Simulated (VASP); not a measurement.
Input of a VASP 6.6.1 run:

The input INCAR:

```
PREC = Accurate
ENCUT = 520
EDIFF = 1E-6
ISMEAR = -1
SIGMA = 0.1
LREAL = F
LASPH = T
NELM = 60
ALGO = Normal
ISIF = 2
LWAVE = F
LCHARG = F
GGA = RE
NBANDS = 54
```

KPOINTS

```
regular mesh
0
Gamma
  5 5 5
```

Contents of POSCAR:

```
La
1.0
    6.7417536910      0.0000000000      0.0000000000
    0.0000000000      6.7417536910      0.0000000000
    0.0000000000      0.0000000000      6.7417536910
La
8
Direct
    1.0000000000      1.0000000000      0.0000000000
    0.5000000000      0.5000000000      0.5000000000
    0.2500000000      0.0000000000      0.5000000000
    0.7500000000      0.0000000000      0.5000000000
    0.5000000000      0.2500000000      1.0000000000
    0.5000000000      0.7500000000      1.0000000000
    0.0000000000      0.5000000000      0.2500000000
    0.0000000000      0.5000000000      0.7500000000
```

Potentials or basis: VASP PAW PBE potentials, release 64 (La).

The run is started by

```bash
$ cat potpaw_PBE.64/La/POTCAR > POTCAR
$ mpirun -np 1 vasp_std > vasp.out
```

(1) What does it give for the band gap on the k mesh?

(2) Estimate the pressure.

Results:

(1) zero (bands 44 and 45 overlap by 0.07 eV).

(2) 0.0 GPa.

Caveat: the PAW data sets were made with another functional, which shifts forces and pressure a little; spin-orbit coupling is left out, which moves the levels of the heavy elements.
